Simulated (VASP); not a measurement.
# Mg2Sn (Fm-3m) in VASP: vibrations by perturbation theory with PBEsol

Aim: the vibrations by perturbation theory of Mg2Sn with PBEsol.

Program: VASP 6.6.1. These are calculated values, not measurements. Logs are shortened: lines on timing, memory, paths and dates and some standing lists are left out, and cuts for length are marked.

## 1. The cell of the first run

Symmetry: Fm-3m, No. 225, cubic system. Conventional cell: a = 6.746 Å, b = 6.746 Å, c = 6.746 Å, α = 90.00°, β = 90.00°, γ = 90.00°. Mg (site symmetry -43m) has 4 Sn at 2.92 Å and 6 Mg at 3.37 Å within 3.8 Å. Sn (site symmetry m-3m) has 8 Mg at 2.92 Å within 3.8 Å.

## 2. Vibrations by perturbation theory, PBEsol

INCAR reads:

```
SYSTEM = Mg2Sn
PREC = Accurate
ENCUT = 600
EDIFF = 1E-8
ISMEAR = 1
SIGMA = 0.2
LREAL = .False.
LASPH = .True.
NELM = 120
ALGO = Normal
ISIF = 2
LWAVE = .False.
LCHARG = .True.
GGA = PS
NBANDS = 16
IBRION = 8
NSW = 1
GGA_COMPAT = .False.
```

KPOINTS reads:

```
Automatic mesh
0
Gamma
  10 10 10
  0 0 0
```

POSCAR reads:

```
Mg2Sn
1.0
    0.0000000000      3.3728728996      3.3728728996
    3.3728728996      0.0000000000      3.3728728996
    3.3728728996      3.3728728996      0.0000000000
Mg Sn
2 1
Direct
    0.2500000000      0.2500000000      0.2500000000
    0.7500000000      0.7500000000      0.7500000000
    0.0000000000      0.0000000000      0.0000000000
```

Potentials or basis: VASP PAW PBE potentials, release 64 (Mg, Sn_d).

The run is started by

```console
cat potpaw_PBE.64/Mg/POTCAR potpaw_PBE.64/Sn_d/POTCAR > POTCAR
mpirun -np 1 vasp_std > vasp.out
```

OUTCAR:

```text
SYSTEM = Mg2Sn
   PREC = Accurate
   ENCUT = 600
   EDIFF = 1E-8
   ISMEAR = 1
   LREAL = .False.
   LASPH = .True.
   NELM = 120
   ISIF = 2
   GGA = PS
   IBRION = 8
   NSW = 1

 ion  position               nearest neighbor table
   1  0.250  0.250  0.250-   3 2.92   3 2.92   3 2.92   3 2.92   2 3.37   2 3.37   2 3.37   2 3.37
                             2 3.37   2 3.37
   2  0.750  0.750  0.750-   3 2.92   3 2.92   3 2.92   3 2.92   1 3.37   1 3.37   1 3.37   1 3.37
                             1 3.37   1 3.37
   3  0.000  0.000  0.000-   2 2.92   2 2.92   2 2.92   1 2.92   2 2.92   1 2.92   1 2.92   1 2.92

  LATTYP: Found a face centered cubic cell.
 ALAT       =     6.7457457992

  Lattice vectors:

 A1 = (   0.0000000000,   3.3728728996,   3.3728728996)
 A2 = (   3.3728728996,   0.0000000000,   3.3728728996)
 A3 = (   3.3728728996,   3.3728728996,   0.0000000000)

Analysis of symmetry for initial positions (statically):
=====================================================================
 Subroutine PRICEL returns:
 Original cell was already a primitive cell.

 Routine SETGRP: Setting up the symmetry group for a
 face centered cubic supercell.

 Subroutine GETGRP returns: Found 48 space group operations
 (whereof 48 operations were pure point group operations)
 out of a pool of 48 trial point group operations.

The static configuration has the point symmetry O_h .

Analysis of symmetry for dynamics (positions and initial velocities):
=====================================================================
 Subroutine PRICEL returns:
 Original cell was already a primitive cell.

 Routine SETGRP: Setting up the symmetry group for a
 face centered cubic supercell.

 Subroutine GETGRP returns: Found 48 space group operations
 (whereof 48 operations were pure point group operations)
 out of a pool of 48 trial point group operations.

The dynamic configuration has the point symmetry O_h .

 Subroutine INISYM returns: Found 48 space group operations
 (whereof 48 operations are pure point group operations),
 and found     1 'primitive' translations

----------------------------------------------------------------------------------------

                                     Primitive cell

  volume of cell :      76.7414

  direct lattice vectors                    reciprocal lattice vectors
     0.000000000  3.372872900  3.372872900    -0.148241578  0.148241578  0.148241578
     3.372872900  0.000000000  3.372872900     0.148241578 -0.148241578  0.148241578
     3.372872900  3.372872900  0.000000000     0.148241578  0.148241578 -0.148241578

  length of vectors
     4.769962599  4.769962599  4.769962599     0.256761944  0.256761944  0.256761944

  position of ions in fractional coordinates (direct lattice)
     0.250000000  0.250000000  0.250000000
     0.750000000  0.750000000  0.750000000
     0.000000000  0.000000000  0.000000000

  ion indices of the primitive-cell ions
   primitive index   ion index
                 1           1
                 2           2
                 3           3

----------------------------------------------------------------------------------------

 KPOINTS: Automatic mesh

Automatic generation of k-mesh.
 Grid dimensions read from file:
 generate k-points for:   10   10   10

 Generating k-lattice:

  Cartesian coordinates                     Fractional coordinates (reciprocal lattice)
    -0.014824158  0.014824158  0.014824158     0.100000000  0.000000000  0.000000000
     0.014824158 -0.014824158  0.014824158     0.000000000  0.100000000  0.000000000
     0.014824158  0.014824158 -0.014824158     0.000000000  0.000000000  0.100000000

  Length of vectors
     0.025676194  0.025676194  0.025676194

  Shift w.r.t. Gamma in fractional coordinates (k-lattice)
     0.000000000  0.000000000  0.000000000

 Subroutine IBZKPT returns following result:
 ===========================================

 Found     47 irreducible k-points:

 Following reciprocal coordinates:
            Coordinates               Weight
  0.000000  0.000000  0.000000      1.000000
  0.100000  0.000000  0.000000      8.000000
  0.200000  0.000000  0.000000      8.000000
  0.300000  0.000000  0.000000      8.000000
  0.400000  0.000000  0.000000      8.000000
[... 38 lines left out ...]
   EDIFF  = 0.1E-07   stopping-criterion for ELM
   LREAL  =      F    real-space projection
   EDIFFG = 0.1E-06   stopping-criterion for IOM
   NSW    =      1    number of steps for IOM
   IBRION =      8    ionic relax: 0-MD 1-quasi-New 2-CG
   NFREE  =      0    steps in history (QN), initial steepest desc. (CG)
   ISIF   =      2    stress and relaxation
   ISYM   =      2    0-nonsym 1-usesym 2-fastsym
   POTIM  = 0.5000    time-step for ionic-motion
   TEBEG  =    0.0;   TEEND  =   0.0 temperature during run
   PSTRESS=    0.0 pullay stress
   NELECT =      18.0000    total number of electrons
   NUPDOWN=      -1.0000    fix difference up-down
   EMIN   =  10.00;   EMAX   =-10.00  energy-range for DOS
   EFERMI =   0.00;   METHOD = LEGACY
   ISMEAR =     1;   SIGMA  =   0.20  broadening in eV -4-tet -1-fermi 0-gaus
   EFERMI_NEDOS =   21; number of points for ismear=-14 and -15
   IALGO  =     38    algorithm
   IMIX   =      4    mixing-type and parameters
     AMIX     =   0.40;   BMIX     =  1.00
     AMIX_MAG =   1.60;   BMIX_MAG =  1.00
  volume/ion in A,a.u.               =      25.58       172.63
  Fermi-wavevector in a.u.,A,eV,Ry     =   1.009615  1.907895 13.868717  1.019322
  Thomas-Fermi vector in A             =   2.142554
   LORBIT       =      0    0 simple, 1 ext, 2 COOP (PROOUT), +10 PAW based schemes
   GGA     = PS    functional components
   LHFCALC =     F    Hartree Fock is set to
   AEXX    =    0.0000 exact exchange contribution
   IVDW    =     0    specifies the selected vdW correction
   LEPSILON=     F    determine dielectric tensor
   LRPA    =     F    only Hartree local field effects (RPA)
 non-spin polarized calculation
 Methfessel and Paxton  Order N= 1 SIGMA  =   0.20
  energy-cutoff  :      600.00
  volume of cell :       76.74
 maximum number of plane-waves:      2637
 NGX is ok and might be reduce to    40
   NGX = 19   NGY = 19   NGZ = 19

--------------------------------------- Ionic step        1  -------------------------------------------

 number of electron      18.0000001 magnetization

 Free energy of the ion-electron system (eV)
  ---------------------------------------------------
  ext. energy  EPLUGINS =         0.00000000
  ---------------------------------------------------
  free energy    TOTEN  =        -8.33325594 eV

  energy without entropy =       -8.33305043  energy(sigma->0) =       -8.33318744

 E-fermi :   4.2012     XC(G=0):  -8.8854

 val. band max:        4.1450044565   @ k =  -0.1000   0.1000   0.0000
 cond. band min:       4.2286675362   @ k =   0.0000   0.0000   0.0000
 fundamental gap:      0.0836630797
 Fermi energy:         4.2011708154

 k-point     1 :       0.0000    0.0000    0.0000
  band No.  band energies     occupation
      1     -16.6569      2.00000
      2     -16.6569      2.00000
      3     -16.6569      2.00000
      4     -16.6169      2.00000
      5     -16.6169      2.00000
      6      -4.9217      2.00000
[... 433 lines left out ...]
      3     -16.6514      2.00000
      4     -16.6185      2.00000
      5     -16.6144      2.00000
      6      -3.6874      2.00000
[... 8 lines left out ...]
     15      11.4976      0.00000
     16      12.0747      0.00000

 [... further k-points ...]

------------------------ aborting loop because EDIFF is reached ----------------------------------------

  FORCE on cell =-STRESS in cart. coord.  units (eV):
  Direction    XX          YY          ZZ          XY          YZ          ZX
  --------------------------------------------------------------------------------------
  -------------------------------------------------------------------------------------
  Total       -0.0413200     -0.0413200     -0.0413200      0.0000000     -0.0000000     -0.0000000
  in kB       -0.8626629     -0.8626629     -0.8626629      0.0000000     -0.0000000     -0.0000000
  external PRESSURE =      -0.8626629 kB  Pullay stress =       0.0000000 kB

 VOLUME and BASIS-vectors are now :
 -----------------------------------------------------------------------------
  energy-cutoff  :      600.00
  volume of cell :       76.74
      direct lattice vectors                 reciprocal lattice vectors
     0.000000000  3.372872900  3.372872900    -0.148241578  0.148241578  0.148241578
     3.372872900  0.000000000  3.372872900     0.148241578 -0.148241578  0.148241578
     3.372872900  3.372872900  0.000000000     0.148241578  0.148241578 -0.148241578

 POSITION                                       TOTAL-FORCE (eV/Angst)
 -----------------------------------------------------------------------------------
      1.68644      1.68644      1.68644         0.000000      0.000000     -0.000000
      5.05931      5.05931      5.05931        -0.000000     -0.000000      0.000000
      0.00000      0.00000      0.00000         0.000000     -0.000000     -0.000000
 -----------------------------------------------------------------------------------
    total drift:                               -0.000000      0.000000     -0.000000

  FREE ENERGIE OF THE ION-ELECTRON SYSTEM (eV)
  ---------------------------------------------------
  free  energy   TOTEN  =        -8.3332559400 eV

  energy  without entropy=       -8.3330504298  energy(sigma->0) =       -8.33318744

[... ionic steps 2 to 9 ...]

--------------------------------------- Ionic step       10  -------------------------------------------

 Free energy of the ion-electron system (eV)
  ---------------------------------------------------
  ---------------------------------------------------
  free energy    TOTEN  =        -0.22415380 eV

  energy without entropy =       -0.22415380

------------------------ aborting loop because EDIFF is reached ----------------------------------------

 INTERNAL STRAIN TENSOR  FOR ION    3  DIRECTION 1   (eV/Angst):
 -----------------------------------------------------------------------------
    -0.02127  0.00000 -0.00000
     0.00000  0.01376  0.00000
     0.00000  0.00000  0.01376

 INTERNAL STRAIN TENSOR FOR ION    3 for displacements in x,y,z  (eV/Angst):
          X           Y           Z          XY          YZ          ZX
  --------------------------------------------------------------------------------
  x     0.00000     0.00000     0.00000     0.00000     0.00000     0.00000
  y     0.00000     0.00000     0.00000     0.00000     0.00000     0.00000
  z     0.00000     0.00000     0.00000     0.00000     0.00000     0.00000

 SECOND DERIVATIVES (NOT SYMMETRIZED)
 ------------------------------------
               1X          1Y          1Z          2X          2Y          2Z          3X          3Y          3Z
  1X    -3.210863    0.000000    0.000000    0.905296    0.000000    0.000000    2.305567    0.000000    0.000000
  1Y     0.000000   -3.210863    0.000000    0.000000    0.905296    0.000000    0.000000    2.305567    0.000000
  1Z     0.000000    0.000000   -3.210863    0.000000    0.000000    0.905296    0.000000    0.000000    2.305567
  2X     0.905296    0.000000    0.000000   -3.210863    0.000000    0.000000    2.305567    0.000000    0.000000
  2Y     0.000000    0.905296    0.000000    0.000000   -3.210863    0.000000    0.000000    2.305567    0.000000
  2Z     0.000000    0.000000    0.905296    0.000000    0.000000   -3.210863    0.000000    0.000000    2.305567
  3X     2.293092    0.000000    0.000000    2.293092    0.000000    0.000000   -4.586184    0.000000    0.000000
  3Y     0.000000    2.293092    0.000000    0.000000    2.293092    0.000000    0.000000   -4.586184    0.000000
  3Z     0.000000    0.000000    2.293092    0.000000    0.000000    2.293092    0.000000    0.000000   -4.586184

 Eigenvectors and eigenvalues of the dynamical matrix
 ----------------------------------------------------

   1 f  =    6.433525 THz    40.423027 2PiTHz  214.599278 cm-1    26.606907 meV
             X         Y         Z           dx          dy          dz
      1.686436  1.686436  1.686436     0.642589    0.295091    0.000000
      5.059309  5.059309  5.059309    -0.642589   -0.295091   -0.000000
      0.000000  0.000000  0.000000     0.000000   -0.000000    0.000000
[... 43 lines left out ...]
   9 f/i=    0.007027 THz     0.044151 2PiTHz    0.234389 cm-1     0.029060 meV
             X         Y         Z           dx          dy          dz
      1.686436  1.686436  1.686436     0.000000    0.000000   -0.380398
      5.059309  5.059309  5.059309     0.000000    0.000000   -0.380398
      0.000000  0.000000  0.000000     0.000000    0.000000   -0.842968

--------------------------------------------------------------------------------------------------------

 ELASTIC MODULI CONTR FROM IONIC RELAXATION (kBar)
 Direction    XX          YY          ZZ          XY          YZ          ZX
 --------------------------------------------------------------------------------
 XX          -0.0000      0.0000      0.0000      0.0000     -0.0000      0.0000
 YY           0.0000     -0.0000     -0.0000      0.0000      0.0000     -0.0000
 ZZ           0.0000     -0.0000     -0.0000     -0.0000      0.0000      0.0000
 XY           0.0000      0.0000     -0.0000    -57.2961      0.0000     -0.0000
 YZ          -0.0000      0.0000      0.0000      0.0000    -57.2961     -0.0000
 ZX           0.0000     -0.0000      0.0000     -0.0000     -0.0000    -57.2961
 --------------------------------------------------------------------------------
```

Run time: 19 min. Hardware: 1 thread of Oxide Virtual Turin-like, shared host; peak memory 0.7 GiB.

What came out:

| Item | Value |
| --- | --- |
| Highest phonon frequency at Γ | 215 cm⁻¹ |

Phonon frequencies in cm⁻¹ (negative: imaginary):
```csv
q point,frequencies
"(0.000, 0.000, 0.000)",0 0 0 191 191 191 215 215 215
```

Caveat: the PAW data sets were made with another functional, which shifts forces and pressure a little; spin-orbit coupling is left out, which moves the levels of the heavy elements.
